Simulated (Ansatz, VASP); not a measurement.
# SnF5 in VASP and in Ansatz

```
CELL_PARAMETERS angstrom
5.30882 0.00000 0.00000
-2.65441 4.59757 0.00000
0.00000 0.00000 4.69718
ATOMIC_POSITIONS crystal
Sn 0.00000 0.00000 0.50000
F 0.00000 0.60751 0.00000
F 0.60751 0.00000 0.00000
F 0.39249 0.39249 0.00000
F 0.66667 0.33333 0.50000
F 0.33333 0.66667 0.50000
```

Change from the starting cell: species swapped into the CaMg5 type (P-62m, No. 189).

Alike in both runs: task single point; functional PBE; k mesh 6 × 6 × 4; occupations gaussian, width 0.1 eV; no spin polarisation.

```csv
,VASP,Ansatz
version,VASP 6.6.1,Ansatz 0.2.0
potentials or method,"VASP PAW PBE potentials, release 64 (Sn_d, F), cutoff 520 eV","scalar-relativistic, plane waves, PAW"
valence electrons in the cell,49,49
```

|  | VASP | Ansatz | Ansatz less VASP |
| --- | --- | --- | --- |
| gap on the k mesh at the Fermi level (eV) | none | none | - |
| pressure (GPa) | -9.7 | -9.4 | +0.34 |
| traceless stress, the component that is largest in VASP (GPa) | 2.41 | 2.40 | -0.010 |
| rms of the force components (eV/Å) | 0.173 | 0.174 | +0.0012 |

Atom by atom the forces differ by 0.001 eV/Å (rms over components). A gap of «none» marks a metal or a gap that the smearing closes. The functional is the same, so the differences come from potentials, cutoffs and numerics.
